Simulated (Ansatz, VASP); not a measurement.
**C4F: VASP beside Ansatz**

File INCAR:

```
SYSTEM = C4F
PREC = Accurate
ENCUT = 520
EDIFF = 1E-6
ISMEAR = 0
SIGMA = 0.1
LREAL = .False.
LASPH = .True.
NELM = 60
ALGO = Normal
ISIF = 2
LWAVE = .False.
LCHARG = .True.
GGA = PE
IVDW = 12
LELF = .True.
LVHAR = .True.
NBANDS = 20
```

File KPOINTS:

```
Automatic mesh
0
Gamma
  6 6 6
  0 0 0
```

The input POSCAR:

```
C4F
1.0
   -2.5858910600      2.5858910600      2.5858910600
    2.5858910600     -2.5858910600      2.5858910600
    2.5858910600      2.5858910600     -2.5858910600
C F
4 1
Direct
    0.5000000000      0.5000000000      0.5000000000
    0.0000000000      0.0000000000      0.5000000000
    0.0000000000      0.5000000000      0.0000000000
    0.5000000000      0.0000000000      0.0000000000
    0.0000000000      0.0000000000      0.0000000000
```

Input for Ansatz:

```yaml
crystal:
  lattice:
    - [-2.58589106, 2.58589106, 2.58589106]
    - [2.58589106, -2.58589106, 2.58589106]
    - [2.58589106, 2.58589106, -2.58589106]
  atoms:
    - { symbol: C, position: [0.5, 0.5, 0.5] }
    - { symbol: C, position: [0.0, 0.0, 0.5] }
    - { symbol: C, position: [0.0, 0.5, 0.0] }
    - { symbol: C, position: [0.5, 0.0, 0.0] }
    - { symbol: F, position: [0.0, 0.0, 0.0] }
basis:
  ecutwfc: 420
kpoints:
  mp_grid: { grid: [6, 6, 6] }
hamiltonian:
  xc: pbe
  dispersion: d3bj
scf:
  occupations: { method: gaussian, width: 0.1 }
  lower_state_search: "off"
output:
  forces: true
  stress: true
  eigenvalues: true
```

Alike in both runs: task single point; functional PBE; dispersion D3(BJ); k mesh 6 × 6 × 6; occupations gaussian, width 0.1 eV; no spin polarisation.

```csv
,VASP,Ansatz
version,VASP 6.6.1,Ansatz 0.2.0
potentials or method,"VASP PAW PBE potentials, release 64 (C, F), cutoff 520 eV","scalar-relativistic, plane waves, PAW"
valence electrons in the cell,23,23
```

Ansatz gave:

- gap on the k mesh at the Fermi level (eV): none
- pressure (GPa): -20.5

Question: What did VASP give for the same quantities?

Answer: gap on the k mesh at the Fermi level (eV): none; pressure (GPa): -20.6.

A gap of «none» marks a metal or a gap that the smearing closes.
